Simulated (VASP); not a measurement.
# CdF2 (I4/mmm) in VASP: a series of runs

CdF2 is run at these levels: PBEsol; tasks: single point.

Program: VASP 6.6.1. These are calculated values, not measurements. Logs are shortened: lines on timing, memory, paths and dates and some standing lists are left out, and cuts for length are marked.

## (1) The cell of the first run

The structure is tetragonal, space group I4/mmm (No. 139). The conventional cell has a = 3.624 Å, b = 3.624 Å, c = 5.229 Å, α = 90.00°, β = 90.00°, γ = 90.00°. Within 3.0 Å of Cd (site symmetry 4/mmm) lie 8 F at 2.23 Å. Within 3.0 Å of F (site symmetry -4m2) lie 4 Cd at 2.23 Å and 6 F at 2.56 to 2.61 Å.

## (2) Single point, PBEsol (11.45 Å³/atom)

INCAR reads:

```
  PREC = Accurate
  ENCUT = 520
  EDIFF = 1E-6
  ISMEAR = 0
  SIGMA = 0.05
  LREAL = False
  LASPH = True
  NELM = 100
  ALGO = Normal
  ISIF = 2
  LWAVE = False
  LCHARG = True
  GGA = PS
  LELF = True
  LVHAR = True
  NBANDS = 20
```

KPOINTS reads:

```
Automatic mesh
0
Gamma
  8 8 8
```

POSCAR reads:

```
CdF2
1.0
    0.0000000000      2.5626338618      2.6143990658
    2.5626338618      0.0000000000      2.6143990658
    2.5626338618      2.5626338618      0.0000000000
Cd F
1 2
Direct
    0.0000000000      0.0000000000      0.0000000000
    0.2500000000      0.2500000000      0.2500000000
    0.7500000000      0.7500000000      0.7500000000
```

Potentials or basis: VASP PAW PBE potentials, release 64 (Cd, F).

Command:

```sh
> cat potpaw_PBE.64/Cd/POTCAR potpaw_PBE.64/F/POTCAR > POTCAR
> mpirun -np 1 vasp_std > vasp.out
```

OUTCAR:

```text
PREC = Accurate
   ENCUT = 520
   EDIFF = 1E-6
   ISMEAR = 0
   LREAL = False
   LASPH = True
   NELM = 100
   ISIF = 2
   GGA = PS

 ion  position               nearest neighbor table
   1  0.000  0.000  0.000-   3 2.23   3 2.23   3 2.23   2 2.23   3 2.23   2 2.23   2 2.23   2 2.23

   2  0.250  0.250  0.250-   1 2.23   1 2.23   1 2.23   1 2.23
   3  0.750  0.750  0.750-   1 2.23   1 2.23   1 2.23   1 2.23

  LATTYP: Found a body centered tetragonal cell.
 ALAT       =     3.6241115628
 C/A-ratio  =     1.4427806763

  Lattice vectors:

 A1 = (  -2.5626338618,   0.0000000000,   2.6143990658)
 A2 = (   2.5626338618,   0.0000000000,   2.6143990658)
 A3 = (   0.0000000000,   2.5626338618,  -2.6143990658)

Analysis of symmetry for initial positions (statically):
=====================================================================
 Subroutine PRICEL returns:
 Original cell was already a primitive cell.

 Routine SETGRP: Setting up the symmetry group for a
 body centered tetragonal supercell.

 Subroutine GETGRP returns: Found 16 space group operations
 (whereof 16 operations were pure point group operations)
 out of a pool of 16 trial point group operations.

The static configuration has the point symmetry D_4h.

Analysis of symmetry for dynamics (positions and initial velocities):
=====================================================================
 Subroutine PRICEL returns:
 Original cell was already a primitive cell.

 Routine SETGRP: Setting up the symmetry group for a
 body centered tetragonal supercell.

 Subroutine GETGRP returns: Found 16 space group operations
 (whereof 16 operations were pure point group operations)
 out of a pool of 16 trial point group operations.

The dynamic configuration has the point symmetry D_4h.

 Subroutine INISYM returns: Found 16 space group operations
 (whereof 16 operations are pure point group operations),
 and found     1 'primitive' translations

----------------------------------------------------------------------------------------

                                     Primitive cell

  volume of cell :      34.3380

  direct lattice vectors                    reciprocal lattice vectors
[... 78 lines left out ...]
   NGXF,Y,Z  is equivalent  to a cutoff of  25.43, 25.43, 25.69 a.u.
 SYSTEM =  unknown system
   PREC   = accura    normal or accurate (medium, high low for compatibility)
   ISTART =      0    job   : 0-new  1-cont  2-samecut
   ICHARG =      2    charge: 1-file 2-atom 10-const
   ISPIN  =      1    spin polarized calculation?
   LNONCOLLINEAR =      F non collinear calculations
   LSORBIT =      F    spin-orbit coupling
   LASPH  =      T    aspherical Exc in radial PAW
   ENCUT  =  520.0 eV  38.22 Ry    6.18 a.u.   6.81  6.81  6.74*2*pi/ulx,y,z
   NELM   =    100;   NELMIN=  2; NELMDL= -5     # of ELM steps
   EDIFF  = 0.1E-05   stopping-criterion for ELM
   LREAL  =      F    real-space projection
   EDIFFG = 0.1E-04   stopping-criterion for IOM
   NSW    =      0    number of steps for IOM
   IBRION =     -1    ionic relax: 0-MD 1-quasi-New 2-CG
   NFREE  =      0    steps in history (QN), initial steepest desc. (CG)
   ISIF   =      2    stress and relaxation
   ISYM   =      2    0-nonsym 1-usesym 2-fastsym
   POTIM  = 0.5000    time-step for ionic-motion
   TEBEG  =    0.0;   TEEND  =   0.0 temperature during run
   PSTRESS=    0.0 pullay stress
   NELECT =      26.0000    total number of electrons
   NUPDOWN=      -1.0000    fix difference up-down
   EMIN   =  10.00;   EMAX   =-10.00  energy-range for DOS
   EFERMI =   0.00;   METHOD = LEGACY
   ISMEAR =     0;   SIGMA  =   0.05  broadening in eV -4-tet -1-fermi 0-gaus
   EFERMI_NEDOS =   21; number of points for ismear=-14 and -15
   IALGO  =     38    algorithm
   IMIX   =      4    mixing-type and parameters
     AMIX     =   0.40;   BMIX     =  1.00
     AMIX_MAG =   1.60;   BMIX_MAG =  1.00
  volume/ion in A,a.u.               =      11.45        77.24
  Fermi-wavevector in a.u.,A,eV,Ry     =   1.492133  2.819723 30.292851  2.226462
  Thomas-Fermi vector in A             =   2.604700
   LORBIT       =      0    0 simple, 1 ext, 2 COOP (PROOUT), +10 PAW based schemes
   GGA     = PS    functional components
   LHFCALC =     F    Hartree Fock is set to
   AEXX    =    0.0000 exact exchange contribution
   IVDW    =     0    specifies the selected vdW correction
   LEPSILON=     F    determine dielectric tensor
   LRPA    =     F    only Hartree local field effects (RPA)
 non-spin polarized calculation
 Gauss-broadening in eV      SIGMA  =   0.05
  energy-cutoff  :      520.00
  volume of cell :       34.34
 maximum number of plane-waves:       942
   NGX = 13   NGY = 13   NGZ = 13

 number of electron      26.0000004 magnetization

 Free energy of the ion-electron system (eV)
  ---------------------------------------------------
  ext. energy  EPLUGINS =         0.00000000
  ---------------------------------------------------
  free energy    TOTEN  =       -11.30061176 eV

  energy without entropy =      -11.30061176  energy(sigma->0) =      -11.30061176

 E-fermi :  -0.0723     XC(G=0): -11.4527

 val. band max:       -0.3317588753   @ k =  -0.2500   0.2500   0.5000
 cond. band min:       3.0027955380   @ k =   0.0000   0.0000   0.0000
 fundamental gap:      3.3345544133
 Fermi energy:        -0.0722560046

 k-point     1 :       0.0000    0.0000    0.0000
  band No.  band energies     occupation
      1     -21.9094      2.00000
      2     -20.3409      2.00000
      3      -6.5627      2.00000
      4      -6.5594      2.00000
      5      -6.5594      2.00000
      6      -4.6595      2.00000
[... 541 lines left out ...]
     19      19.5655      0.00000
     20      21.6694      0.00000

 [... further k-points ...]
[... 5 lines left out ...]
  --------------------------------------------------------------------------------------
  -------------------------------------------------------------------------------------
  Total        4.5640276      4.5640276      4.0732319      0.0000000      0.0000000     -0.0000000
  in kB      212.9530400    212.9530400    190.0529969      0.0000000      0.0000000     -0.0000000
  external PRESSURE =     205.3196923 kB  Pullay stress =       0.0000000 kB

 VOLUME and BASIS-vectors are now :
 -----------------------------------------------------------------------------
  energy-cutoff  :      520.00
  volume of cell :       34.34
      direct lattice vectors                 reciprocal lattice vectors
     0.000000000  2.562633862  2.614399066    -0.195111759  0.195111759  0.191248538
     2.562633862  0.000000000  2.614399066     0.195111759 -0.195111759  0.191248538
     2.562633862  2.562633862  0.000000000     0.195111759  0.195111759 -0.191248538

 POSITION                                       TOTAL-FORCE (eV/Angst)
 -----------------------------------------------------------------------------------
      0.00000      0.00000      0.00000        -0.000000      0.000000     -0.000000
      1.28132      1.28132      1.30720        -0.000000     -0.000000      0.000000
      3.84395      3.84395      3.92160         0.000000      0.000000     -0.000000
 -----------------------------------------------------------------------------------
    total drift:                                0.000000      0.000000      0.000000

  FREE ENERGIE OF THE ION-ELECTRON SYSTEM (eV)
  ---------------------------------------------------
  free  energy   TOTEN  =       -11.3006117577 eV

  energy  without entropy=      -11.3006117577  energy(sigma->0) =      -11.30061176
```

Run time: 34 s. Hardware: 1 thread of Intel Xeon Platinum 8259CL at 2.50GHz (Skylake/Cascade Lake), shared host; peak memory 0.18 GiB.

What came out:

- Free energy: -11.3006 eV
- Pressure: 20.5 GPa
- Band gap on the k mesh: 3.33 eV (least direct gap 3.59 eV)

Levels at points of the mesh, in eV from the valence-band top:
| k point | band 10 | band 11 | band 12 | band 13 | band 14 | band 15 | band 16 | band 17 |
| --- | --- | --- | --- | --- | --- | --- | --- | --- |
| (0.00, 0.00, 0.00) | -1.32 | -0.33 | -0.33 | -0.26 | 3.33 | 13.03 | 13.03 | 13.06 |
| (0.50, 0.00, 0.00) | -2.48 | -2.43 | -0.29 | -0.29 | 8.04 | 9.31 | 15.35 | 15.53 |
| (0.50, 0.50, 0.00) | -3.27 | -0.91 | -0.10 | -0.10 | 8.95 | 10.21 | 11.86 | 15.33 |
| (0.50, 0.00, 0.50) | -3.21 | -0.77 | -0.15 | -0.10 | 8.90 | 10.14 | 11.89 | 15.10 |

Caveat: the cell stands under pressure; the PAW data sets were made with another functional, which shifts forces and pressure a little.

## (3) Single point, PBEsol (11.45 Å³/atom)

INCAR reads:

```
ALGO = Normal
EDIFF = 1E-6
ENCUT = 520
GGA = PS
ISIF = 2
ISMEAR = 0
LASPH = True
LCHARG = False
LREAL = False
LWAVE = False
NBANDS = 20
NELM = 60
PREC = Accurate
SIGMA = 0.05
```

KPOINTS reads:

```
k-points
0
Gamma
  8 8 8
```

POSCAR reads:

```
CdF2
1.0
    0.0000000000      2.5285613461      2.6853321495
    2.5285613461      0.0000000000      2.6853321495
    2.5285613461      2.5285613461      0.0000000000
Cd F
1 2
Direct
    0.0000000000      0.0000000000      0.0000000000
    0.2500000000      0.2500000000      0.2500000000
    0.7500000000      0.7500000000      0.7500000000
```

Potentials or basis: VASP PAW PBE potentials, release 64 (Cd, F).

Command:

```sh
> cat potpaw_PBE.64/Cd/POTCAR potpaw_PBE.64/F/POTCAR > POTCAR
> mpirun -np 1 vasp_std > vasp.out
```

It took 33 s on 1 thread of Intel Xeon Platinum 8259CL at 2.50GHz (Skylake/Cascade Lake), shared host; peak memory 0.18 GiB.

The run converged. Its results:

| Item | Value |
| --- | --- |
| Free energy | -11.2744 eV |
| Pressure | 20.4 GPa |
| Band gap on the k mesh | 3.27 eV (least direct gap 3.49 eV) |

Stress tensor (GPa, compression positive):
```
22.69  0.00  0.00
 0.00 22.69  0.00
 0.00  0.00 15.86
```

Levels at points of the mesh, in eV from the valence-band top:
| k point | band 11 | band 12 | band 13 | band 14 | band 15 | band 16 |
| --- | --- | --- | --- | --- | --- | --- |
| (0.00, 0.00, 0.00) | -0.41 | -0.41 | -0.22 | 3.27 | 12.99 | 12.99 |
| (0.50, 0.00, 0.00) | -2.39 | -0.33 | -0.32 | 7.98 | 9.22 | 15.18 |
| (0.50, 0.50, 0.00) | -1.08 | -0.09 | -0.09 | 8.90 | 10.28 | 11.87 |
| (0.50, 0.00, 0.50) | -0.69 | -0.22 | -0.08 | 8.81 | 10.01 | 11.90 |

Caveat: the stress differs along the axes, from 16 to 23 GPa; the PAW data sets were made with another functional, which shifts forces and pressure a little.

## (4) Single point, PBEsol (11.45 Å³/atom)

INCAR reads:

```
PREC = Accurate
ENCUT = 520
EDIFF = 1E-6
ISMEAR = 0
SIGMA = 0.05
LREAL = False
LASPH = True
NELM = 100
ALGO = Normal
ISIF = 2
LWAVE = False
LCHARG = False
GGA = PS
NBANDS = 20
```

KPOINTS reads:

```
regular mesh
0
Gamma
  8 8 8
```

POSCAR reads:

```
CdF2
1.0
    0.0000000000      2.5970288100      2.5456076396
    2.5970288100      0.0000000000      2.5456076396
    2.5970288100      2.5970288100      0.0000000000
Cd F
1 2
Direct
    0.0000000000      0.0000000000      0.0000000000
    0.2500000000      0.2500000000      0.2500000000
    0.7500000000      0.7500000000      0.7500000000
```

Command:

```sh
> cat potpaw_PBE.64/Cd/POTCAR potpaw_PBE.64/F/POTCAR > POTCAR
> mpirun -np 1 vasp_std > vasp.out
```

Run time: 33 s. Hardware: 1 thread of Intel Xeon Platinum 8259CL at 2.50GHz (Skylake/Cascade Lake), shared host; peak memory 0.18 GiB.

The run converged. Its results:

```
Free energy            : -11.3005 eV
Pressure               : 20.5 GPa
Band gap on the k mesh : 3.34 eV (least direct gap 3.62 eV)
```

Stress tensor (GPa, compression positive):
```
19.75  0.00  0.00
 0.00 19.75  0.00
 0.00  0.00 22.09
```

Levels at points of the mesh, in eV from the valence-band top:
```tsv
k point	band 10	band 11	band 12	band 13	band 14	band 15	band 16	band 17
(0.00, 0.00, 0.00)	-1.25	-0.35	-0.28	-0.28	3.34	13.02	13.05	13.05
(0.50, 0.00, 0.00)	-2.48	-2.43	-0.29	-0.29	8.04	9.31	15.35	15.53
(0.50, 0.50, 0.00)	-3.19	-0.72	-0.13	-0.13	8.87	10.13	11.91	15.20
(0.50, 0.00, 0.50)	-3.25	-0.86	-0.13	-0.08	8.94	10.18	11.87	15.17
```

Caveat: the cell stands under pressure; the PAW data sets were made with another functional, which shifts forces and pressure a little. A k mesh can miss the band edges.

## (5) The runs side by side

| cell | gap on the mesh (eV) | pressure (GPa) |
| --- | --- | --- |
| a = 3.661, b = 3.661, c = 3.624 Å, angles 60.3, 60.3, 59.3°, 3 atoms | 3.33 | 20.5 |
| a = 3.688, b = 3.688, c = 3.576 Å, angles 61.0, 61.0, 58.0°, 3 atoms | 3.27 | 20.4 |
| a = 3.637, b = 3.637, c = 3.673 Å, angles 59.7, 59.7, 60.7°, 3 atoms | 3.34 | 20.5 |

Alike in all rows: task single point; level PBEsol; potentials or basis VASP PAW PBE potentials, release 64 (Cd, F); no spin polarisation; k mesh 8 × 8 × 8; cutoff (eV) 520; smearing gaussian 0.05 eV.

Caveats: the PAW data sets were made with another functional, which shifts forces and pressure a little; the cell stands under pressure (at least some runs); the stress differs along the axes, from 16 to 23 GPa (at least some runs).

Absolute energies hang on the potentials; compare differences alone.
